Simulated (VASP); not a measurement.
Input of a VASP 6.6.1 run:

File INCAR:

```
SYSTEM = ErAlF2
  ALGO = Normal
  EDIFF = 1E-6
  ENCUT = 600
  GGA = PE
  GGA_COMPAT = .FALSE.
  ISIF = 2
  ISMEAR = 0
  LASPH = .TRUE.
  LCHARG = .FALSE.
  LMAXMIX = 6
  LREAL = .FALSE.
  LWAVE = .FALSE.
  NBANDS = 21
  NELM = 200
  PREC = Accurate
  SIGMA = 0.1
```

File KPOINTS:

```
k-points
0
G
  16 16 6
  0 0 0
```

File POSCAR:

```
ErAlF2
1.0
    2.9070287347      0.0000000000      0.0000000000
    0.0000000000      2.9070287347      0.0000000000
    0.0000000000      0.0000000000      9.6805799758
Er Al F
1 1 2
Direct
    0.5000000000      0.5000000000      0.0000000000
    0.0000000000      0.0000000000      0.5000000000
    0.0000000000      0.0000000000      0.1243040346
    0.0000000000      0.0000000000      0.8756959654
```

Potentials or basis: VASP PAW PBE potentials, release 64 (Er_3, Al, F), 4f in core.

The run is started by

```bash
$ cat potpaw_PBE.64/Er_3/POTCAR potpaw_PBE.64/Al/POTCAR potpaw_PBE.64/F/POTCAR > POTCAR
$ mpirun -np 1 vasp_std > vasp.out
```

**Question.** Estimate the band gap on the k mesh.

**Answer.** Zero (bands 13 and 14 overlap by 3.24 eV).

**Question.** Estimate the largest force.

**Answer.** 0.040 eV/Å.

Stress tensor (GPa, compression positive):
```
0.47 0.00 0.00
0.00 0.47 0.00
0.00 0.00 0.02
```

Caveat: spin-orbit coupling is left out, which moves the levels of the heavy elements; the 4f electrons are frozen in the core, so they carry no moment and show no levels; the run has no spin polarisation, though such a crystal can be magnetic. With open d or f shells a metallic result of PBE can be an artefact of self-interaction; +U or a hybrid may open a gap.
